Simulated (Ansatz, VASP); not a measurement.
One calculation of C, two programs

```xyz
1
Lattice="-0.8081 0.8081 3.3175 0.8081 -0.8081 3.3175 0.8081 0.8081 -3.3175" Properties=species:S:1:pos:R:3 pbc="T T T"
C     0.0000    0.0000    0.0000
```

Alike in both runs: functional PBEsol; k mesh 48 × 48 × 48; occupations gaussian, width 0.1 eV; no spin polarisation.

Ansatz relaxed the structure, and its values are those at the end. VASP's run is a single point on that final structure, the one shown.

|  | VASP | Ansatz |
| --- | --- | --- |
| version | VASP 6.6.1 | Ansatz 0.2.0 |
| potentials or method | VASP PAW PBE potentials, release 64 (C), cutoff 520 eV | scalar-relativistic, plane waves, PAW |
| valence electrons in the cell | 4 | 4 |

```csv
,VASP,Ansatz,Ansatz less VASP
gap on the k mesh at the Fermi level (eV),none,none,-
pressure (GPa),0.4,0.0,-0.42
```

VASP's potentials were made for PBE, not for PBEsol. A gap of «none» marks a metal or a gap that the smearing closes. The functional is the same, so the differences come from potentials, cutoffs and numerics.
